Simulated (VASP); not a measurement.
# Se in VASP: notebook, part 2 of 3

VASP 6.6.1. The steps go on from the part before.

### Step 3. Electric field gradients, PBE (zz strain of -1 %)

The input, INCAR:

```
PREC = Accurate
ENCUT = 400
EDIFF = 1E-8
ISMEAR = -1
SIGMA = 0.03
LREAL = F
LASPH = T
NELM = 120
ALGO = Normal
ISIF = 2
LWAVE = F
LCHARG = F
GGA = PE
LEFG = T
NBANDS = 16
GGA_COMPAT = F
```

The input, KPOINTS:

```
Automatic mesh
0
Gamma
  8 8 6
```

The input, POSCAR:

```
Se
1.0
    4.3551696776      0.0000000000      0.0000000000
   -2.1775848388      3.7716875786      0.0000000000
    0.0000000000      0.0000000000      4.8999555000
Se
3
Direct
    0.2170000000      0.0000000000      0.1666666667
    0.0000000000      0.2170000000      0.8333333333
    0.7830000000      0.7830000000      0.5000000000
```

Potentials or basis: VASP PAW PBE potentials, release 64 (Se).

Started as:

```console
$ cat potpaw_PBE.64/Se/POTCAR > POTCAR
$ mpirun -np 1 vasp_std > vasp.out
```

OUTCAR:

```text
PREC = Accurate
   ENCUT = 400
   EDIFF = 1E-8
   ISMEAR = -1
   LREAL = F
   LASPH = T
   NELM = 120
   ISIF = 2
   GGA = PE

 ion  position               nearest neighbor table
   1  0.217  0.000  0.167-   3 2.31   2 2.31
   2  0.000  0.217  0.833-   3 2.31   1 2.31
   3  0.783  0.783  0.500-   1 2.31   2 2.31

  LATTYP: Found a hexagonal cell.
 ALAT       =     4.3551696776
 C/A-ratio  =     1.1250894598

  Lattice vectors:

 A1 = (   4.3551696776,   0.0000000000,   0.0000000000)
 A2 = (  -2.1775848388,   3.7716875786,   0.0000000000)
 A3 = (   0.0000000000,   0.0000000000,   4.8999555000)

Analysis of symmetry for initial positions (statically):
=====================================================================
 Subroutine PRICEL returns:
 Original cell was already a primitive cell.

 Routine SETGRP: Setting up the symmetry group for a
 hexagonal supercell.

 Subroutine GETGRP returns: Found  6 space group operations
 (whereof  2 operations were pure point group operations)
 out of a pool of 24 trial point group operations.

The static configuration has the point symmetry C_2 .
 The point group associated with its full space group is D_3 .

Analysis of symmetry for dynamics (positions and initial velocities):
=====================================================================
 Subroutine PRICEL returns:
 Original cell was already a primitive cell.

 Routine SETGRP: Setting up the symmetry group for a
 hexagonal supercell.

 Subroutine GETGRP returns: Found  6 space group operations
 (whereof  2 operations were pure point group operations)
 out of a pool of 24 trial point group operations.

The dynamic configuration has the point symmetry C_2 .
 The point group associated with its full space group is D_3 .

 Subroutine INISYM returns: Found  6 space group operations
 (whereof  2 operations are pure point group operations),
 and found     1 'primitive' translations

----------------------------------------------------------------------------------------

                                     Primitive cell

  volume of cell :      80.4883

  direct lattice vectors                    reciprocal lattice vectors
     4.355169678  0.000000000  0.000000000     0.229612179  0.132566653  0.000000000
    -2.177584839  3.771687579  0.000000000     0.000000000  0.265133307  0.000000000
     0.000000000  0.000000000  4.899955500     0.000000000  0.000000000  0.204083486

  length of vectors
     4.355169678  4.355169678  4.899955500     0.265133307  0.265133307  0.204083486

  position of ions in fractional coordinates (direct lattice)
     0.217000000  0.000000000  0.166666667
     0.000000000  0.217000000  0.833333333
     0.783000000  0.783000000  0.500000000

  ion indices of the primitive-cell ions
   primitive index   ion index
                 1           1
                 2           2
                 3           3

[... 83 lines left out ...]
   NUPDOWN=      -1.0000    fix difference up-down
   EMIN   =  10.00;   EMAX   =-10.00  energy-range for DOS
   EFERMI =   0.00;   METHOD = LEGACY
   ISMEAR =    -1;   SIGMA  =   0.03  broadening in eV -4-tet -1-fermi 0-gaus
   EFERMI_NEDOS =   21; number of points for ismear=-14 and -15
   IALGO  =     38    algorithm
   IMIX   =      4    mixing-type and parameters
     AMIX     =   0.40;   BMIX     =  1.00
     AMIX_MAG =   1.60;   BMIX_MAG =  1.00
  volume/ion in A,a.u.               =      26.83       181.05
  Fermi-wavevector in a.u.,A,eV,Ry     =   0.993699  1.877818 13.434896  0.987437
  Thomas-Fermi vector in A             =   2.125599
   LORBIT       =      0    0 simple, 1 ext, 2 COOP (PROOUT), +10 PAW based schemes
   GGA     = PE    functional components
   LHFCALC =     F    Hartree Fock is set to
   AEXX    =    0.0000 exact exchange contribution
   IVDW    =     0    specifies the selected vdW correction
   LEPSILON=     F    determine dielectric tensor
   LRPA    =     F    only Hartree local field effects (RPA)
 non-spin polarized calculation
  energy-cutoff  :      400.00
  volume of cell :       80.49
 maximum number of plane-waves:      1474
   NGX = 15   NGY = 15   NGZ = 15

 number of electron      17.9999998 magnetization

 Free energy of the ion-electron system (eV)
  ---------------------------------------------------
  ext. energy  EPLUGINS =         0.00000000
  ---------------------------------------------------
  free energy    TOTEN  =       -10.32740893 eV

  energy without entropy =      -10.32740893  energy(sigma->0) =      -10.32740893

 E-fermi :   3.4724     XC(G=0):  -8.8710

 val. band max:        2.8903534057   @ k =   0.5000   0.0000   0.5000
 cond. band min:       4.0648240394   @ k =   0.3750   0.2500   0.5000
 fundamental gap:      1.1744706337
 Fermi energy:         3.4723613068

 k-point     1 :       0.0000    0.0000    0.0000
  band No.  band energies     occupation
      1     -13.3995      2.00000
      2      -8.9921      2.00000
      3      -8.9921      2.00000
      4      -1.1797      2.00000
      5      -1.1797      2.00000
      6      -1.0129      2.00000
[... 433 lines left out ...]
      3      -8.3478      2.00000
      4      -2.5999      2.00000
      5      -2.3142      2.00000
      6      -0.5765      2.00000
[... 8 lines left out ...]
     15      11.5463      0.00000
     16      12.4183      0.00000

 [... further k-points ...]

------------------------ aborting loop because EDIFF is reached ----------------------------------------

  FORCE on cell =-STRESS in cart. coord.  units (eV):
  Direction    XX          YY          ZZ          XY          YZ          ZX
  --------------------------------------------------------------------------------------
  -------------------------------------------------------------------------------------
  Total        2.7373022      2.7373022      4.6071700     -0.0000000     -0.0000000      0.0000000
  in kB       54.4879423     54.4879423     91.7089854     -0.0000000     -0.0000000      0.0000000
  external PRESSURE =      66.8949567 kB  Pullay stress =       0.0000000 kB

 VOLUME and BASIS-vectors are now :
 -----------------------------------------------------------------------------
  energy-cutoff  :      400.00
  volume of cell :       80.49
      direct lattice vectors                 reciprocal lattice vectors
     4.355169678  0.000000000  0.000000000     0.229612179  0.132566653  0.000000000
    -2.177584839  3.771687579  0.000000000     0.000000000  0.265133307  0.000000000
     0.000000000  0.000000000  4.899955500     0.000000000  0.000000000  0.204083486

 POSITION                                       TOTAL-FORCE (eV/Angst)
 -----------------------------------------------------------------------------------
      0.94507      0.00000      0.81666         1.351717      0.000000     -0.000000
     -0.47254      0.81846      4.08330        -0.675858      1.170621      0.000000
      1.70505      2.95323      2.44998        -0.675858     -1.170621      0.000000
 -----------------------------------------------------------------------------------
    total drift:                                0.000003      0.000006      0.000000

  FREE ENERGIE OF THE ION-ELECTRON SYSTEM (eV)
  ---------------------------------------------------
  free  energy   TOTEN  =       -10.3274089290 eV

  energy  without entropy=      -10.3274089289  energy(sigma->0) =      -10.32740893

 Electric field gradients (V/A^2)
---------------------------------------------------------------------
 ion       V_xx      V_yy      V_zz      V_xy      V_xz      V_yz
---------------------------------------------------------------------
   1     150.254  -341.249   190.995    -0.000     0.000  -319.920
   2    -218.373    27.378   190.995  -212.828   277.059   159.960
   3    -218.374    27.378   190.996   212.827  -277.059   159.960
---------------------------------------------------------------------

 Electric field gradients after diagonalization (V/A^2)
 (convention: |V_zz| > |V_xx| > |V_yy|)
----------------------------------------------------------------------
 ion       V_xx      V_yy      V_zz     asymmetry (V_yy - V_xx)/ V_zz
----------------------------------------------------------------------
   1     341.010   150.254  -491.264       0.388
   2     341.010   150.254  -491.264       0.388
   3     341.010   150.254  -491.264       0.388
----------------------------------------------------------------------

           NMR quadrupolar parameters

 Cq : quadrupolar parameter    Cq=e*Q*V_zz/h
 eta: asymmetry parameters     (V_yy - V_xx)/ V_zz
 Q  : nuclear electric quadrupole moment in mb (millibarn)
----------------------------------------------------------------------
 ion       Cq(MHz)       eta       Q (mb)
----------------------------------------------------------------------
   1      -1.188       0.388       1.000
   2      -1.188       0.388       1.000
   3      -1.188       0.388       1.000
----------------------------------------------------------------------
```

stdout:

```text
POSCAR found type information on POSCAR Se
 POSCAR found :  1 types and       3 ions
 scaLAPACK will be used
 LDA part: xc-table for (Slater+PW92), standard interpolation
 POSCAR, INCAR and KPOINTS ok, starting setup
 FFT: planning ... GRIDC
 FFT: planning ... GRID_SOFT
 FFT: planning ... GRID
 WAVECAR not read
 entering main loop
ion   1

ion   2
     0.0000499     3.9914939    -2.8908182    -2.9197182    -5.0070439     2.3044901
     0.0000687     3.9914939    -2.8908181    -2.9197182    -5.0070439     2.3044901
     0.0000946     3.9914939    -2.8908181    -2.9197181    -5.0070438     2.3044901
     0.0001302     3.9914938    -2.8908180    -2.9197181    -5.0070437     2.3044900

     0.0000499   194.7092606  -146.1982302  -151.1223987  -253.2227627   112.4154440
     0.0000687   194.7045114  -146.1946525  -151.1187052  -253.2165660   112.4127021
     0.0000946   194.6968123  -146.1888525  -151.1127180  -253.2065200   112.4082570
     0.0001302   194.6843929  -146.1794966  -151.1030609  -253.1903151   112.4010866

ion   3
     0.0000499    -3.9914939    -2.8908182    -2.9197182     5.0070439     2.3044901
     0.0000687    -3.9914939    -2.8908181    -2.9197182     5.0070439     2.3044901
     0.0000946    -3.9914939    -2.8908181    -2.9197181     5.0070438     2.3044901
     0.0001302    -3.9914938    -2.8908180    -2.9197181     5.0070437     2.3044900

     0.0000499  -194.7092606  -146.1982302  -151.1223987   253.2227627   112.4154440
     0.0000687  -194.7045114  -146.1946525  -151.1187052   253.2165660   112.4127021
     0.0000946  -194.6968123  -146.1888525  -151.1127180   253.2065200   112.4082570
     0.0001302  -194.6843929  -146.1794966  -151.1030609   253.1903151   112.4010866
```

Wall time 29 s (1 thread of Intel Xeon Platinum 8375C at 2.90GHz (Ice Lake), shared host); peak memory 0.17 GiB.

Results:

| Item | Value |
| --- | --- |
| Free energy | -10.3274 eV |
| Pressure | 6.7 GPa |
| Largest force | 1.352 eV/Å |
| Band gap on the k mesh | 1.17 eV (least direct gap 1.27 eV) |
| Largest electric field gradient by atom | Se -491.3 V/Å² |

Forces on the atoms (eV/Å):
```
Se   1.352  0.000  0.000
Se  -0.676  1.171  0.000
Se  -0.676 -1.171  0.000
```

Stress tensor (GPa, compression positive):
```
5.45 0.00 0.00
0.00 5.45 0.00
0.00 0.00 9.17
```

Electric field gradients, principal values (V/Å²):
```
atom    least   middle  greatest (by size)
1 Se  150.254  341.010            -491.264
2 Se  150.254  341.010            -491.264
3 Se  150.254  341.010            -491.264
```

Caveat: the cell differs from its parent crystal (zz strain of -1 %); the cell stands under pressure; without QUAD_EFG the Cq values of the log hold for a quadrupole moment of 1 mb, not for the nuclei; forces of over 1 eV/Å act on the atoms, so gaps and moduli don't describe the material at rest. A k mesh can miss the band edges.

### Step 4. Electric field gradients, PBE (zz strain of +2 %)

The input, INCAR:

```
  PREC = Accurate
  ENCUT = 400
  EDIFF = 1E-8
  ISMEAR = -1
  SIGMA = 0.03
  LREAL = F
  LASPH = T
  NELM = 120
  ALGO = Normal
  ISIF = 2
  LWAVE = F
  LCHARG = F
  GGA = PE
  LEFG = T
  NBANDS = 16
  GGA_COMPAT = F
```

The input, KPOINTS:

```
regular mesh
0
Gamma
  8 8 6
```

Changes to POSCAR since step 3:

```diff
@@ -4,3 +4,3 @@
    -2.1775848388      3.7716875786      0.0000000000
-    0.0000000000      0.0000000000      4.8999555000
+    0.0000000000      0.0000000000      5.0484390000
 Se
```

Potentials or basis: VASP PAW PBE potentials, release 64 (Se).

Started as:

```console
$ cat potpaw_PBE.64/Se/POTCAR > POTCAR
$ mpirun -np 1 vasp_std > vasp.out
```

OUTCAR:

```text
PREC = Accurate
   ENCUT = 400
   EDIFF = 1E-8
   ISMEAR = -1
   LREAL = F
   LASPH = T
   NELM = 120
   ISIF = 2
   GGA = PE

 ion  position               nearest neighbor table
   1  0.217  0.000  0.167-   3 2.35   2 2.35
   2  0.000  0.217  0.833-   3 2.35   1 2.35
   3  0.783  0.783  0.500-   1 2.35   2 2.35

  LATTYP: Found a hexagonal cell.
 ALAT       =     4.3551696776
 C/A-ratio  =     1.1591830798

  Lattice vectors:

 A1 = (   4.3551696776,   0.0000000000,   0.0000000000)
 A2 = (  -2.1775848388,   3.7716875786,   0.0000000000)
[... 676 lines left out ...]

 Electric field gradients (V/A^2)
---------------------------------------------------------------------
 ion       V_xx      V_yy      V_zz      V_xy      V_xz      V_yz
---------------------------------------------------------------------
   1     152.217  -358.516   206.300    -0.000    -0.000  -310.603
   2    -230.833    24.533   206.300  -221.154   268.990   155.301
   3    -230.833    24.533   206.300   221.153  -268.990   155.301
---------------------------------------------------------------------

 Electric field gradients after diagonalization (V/A^2)
 (convention: |V_zz| > |V_xx| > |V_yy|)
----------------------------------------------------------------------
 ion       V_xx      V_yy      V_zz     asymmetry (V_yy - V_xx)/ V_zz
----------------------------------------------------------------------
   1     343.687   152.217  -495.904       0.386
   2     343.687   152.217  -495.904       0.386
   3     343.687   152.216  -495.904       0.386
----------------------------------------------------------------------

           NMR quadrupolar parameters

 Cq : quadrupolar parameter    Cq=e*Q*V_zz/h
 eta: asymmetry parameters     (V_yy - V_xx)/ V_zz
 Q  : nuclear electric quadrupole moment in mb (millibarn)
----------------------------------------------------------------------
 ion       Cq(MHz)       eta       Q (mb)
----------------------------------------------------------------------
   1      -1.199       0.386       1.000
   2      -1.199       0.386       1.000
   3      -1.199       0.386       1.000
----------------------------------------------------------------------
```

OSZICAR:

```text
N       E                     dE             d eps       ncg     rms          rms(c)
DAV:   1     0.697588959958E+02    0.69759E+02   -0.62172E+03  1600   0.756E+02
DAV:   2    -0.627147055568E+01   -0.76030E+02   -0.73006E+02  2160   0.140E+02
DAV:   3    -0.104861087861E+02   -0.42146E+01   -0.42023E+01  1912   0.380E+01
DAV:   4    -0.105138222455E+02   -0.27713E-01   -0.27709E-01  2168   0.369E+00
DAV:   5    -0.105140243280E+02   -0.20208E-03   -0.20208E-03  1952   0.303E-01    0.725E+00
DAV:   6    -0.104528952241E+02    0.61129E-01   -0.38483E-02  1920   0.122E+00    0.450E+00
DAV:   7    -0.104329913931E+02    0.19904E-01   -0.78648E-02  1872   0.170E+00    0.214E-01
DAV:   8    -0.104320994118E+02    0.89198E-03   -0.10103E-02  1760   0.616E-01    0.111E-01
DAV:   9    -0.104322119533E+02   -0.11254E-03   -0.34714E-04  2248   0.118E-01    0.372E-02
DAV:  10    -0.104322606700E+02   -0.48717E-04   -0.54675E-05  1952   0.496E-02    0.732E-03
DAV:  11    -0.104322646521E+02   -0.39822E-05   -0.98120E-06  2160   0.187E-02    0.428E-03
DAV:  12    -0.104322644628E+02    0.18933E-06   -0.20933E-06  2088   0.913E-03    0.204E-03
DAV:  13    -0.104322644475E+02    0.15275E-07   -0.32532E-07  2048   0.322E-03    0.528E-04
DAV:  14    -0.104322644364E+02    0.11121E-07   -0.24145E-08  2072   0.954E-04    0.170E-04
DAV:  15    -0.104322644581E+02   -0.21682E-07   -0.88949E-10  1360   0.188E-04    0.145E-04
DAV:  16    -0.104322644643E+02   -0.62345E-08   -0.69090E-10  1048   0.175E-04
   1 F= -.10432264E+02 E0= -.10432264E+02  d E =-.351846E-08
```

It took 35 s on 1 thread of Intel Xeon Platinum 8375C at 2.90GHz (Ice Lake), shared host; peak memory 0.18 GiB.

What came out:

```yaml
Free_energy: -10.4323 eV
Pressure: 3.8 GPa
Largest_force: 0.891 eV/Å
Band_gap_on_the_k_mesh: 0.96 eV (least direct gap 0.99 eV)
Largest_electric_field_gradient_by_atom: Se -495.9 V/Å²
```

Forces in eV/Å, atoms in the order of the input:
```
Se   0.891  0.000  0.000
Se  -0.445  0.772  0.000
Se  -0.445 -0.772  0.000
```

Electric field gradients, principal values (V/Å²):
```
atom    least   middle  greatest (by size)
1 Se  152.217  343.687            -495.904
2 Se  152.217  343.687            -495.904
3 Se  152.216  343.687            -495.904
```

Caveat: the cell differs from its parent crystal (zz strain of +2 %); the cell stands under pressure; without QUAD_EFG the Cq values of the log hold for a quadrupole moment of 1 mb, not for the nuclei.

[end of part 2 of 3]
